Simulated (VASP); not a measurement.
Write the native input for VASP 6.6.1 that does the following.

- Task: single point
- Functional: PBEsol
- Potentials or basis: VASP PAW PBE potentials, release 64 (Li_sv)
- Cutoff: 520 eV
- k mesh: 22 × 22 × 22
- Occupations: gaussian, width 0.15 eV
- Spin: no spin polarisation
- Dipole correction: no
- Further INCAR settings: ALGO = Normal; EDIFF = 1e-06; NBANDS = 8

The structure of Li lies in POSCAR:

```
Li
1.0
   -1.7217692569      1.7217692569      1.8078577198
    1.7217692569     -1.7217692569      1.8078577198
    1.7217692569      1.7217692569     -1.8078577198
Li
1
Direct
    0.0000000000      0.0000000000      0.0000000000
```

This cell differs from its parent crystal: ratio of the length along z to the lengths across it x 1.05, volume and fractional coordinates fixed.

These files were run (other wordings do the same):

INCAR

```
PREC = Accurate
ENCUT = 520
EDIFF = 1E-6
ISMEAR = 0
SIGMA = 0.15
LREAL = False
LASPH = True
NELM = 60
ALGO = Normal
ISIF = 2
LWAVE = False
LCHARG = False
GGA = PS
NBANDS = 8
```

KPOINTS

```
regular mesh
0
Gamma
  22 22 22
```

Potentials or basis: VASP PAW PBE potentials, release 64 (Li_sv).

Launch:

```sh
$ cat potpaw_PBE.64/Li_sv/POTCAR > POTCAR
$ mpirun -np 1 vasp_std > vasp.out
```

Run time: 34 s on 1 thread of Intel(R) Xeon(R) Platinum 8488C (Sapphire Rapids), on a shared host, peak memory 0.22 GiB.
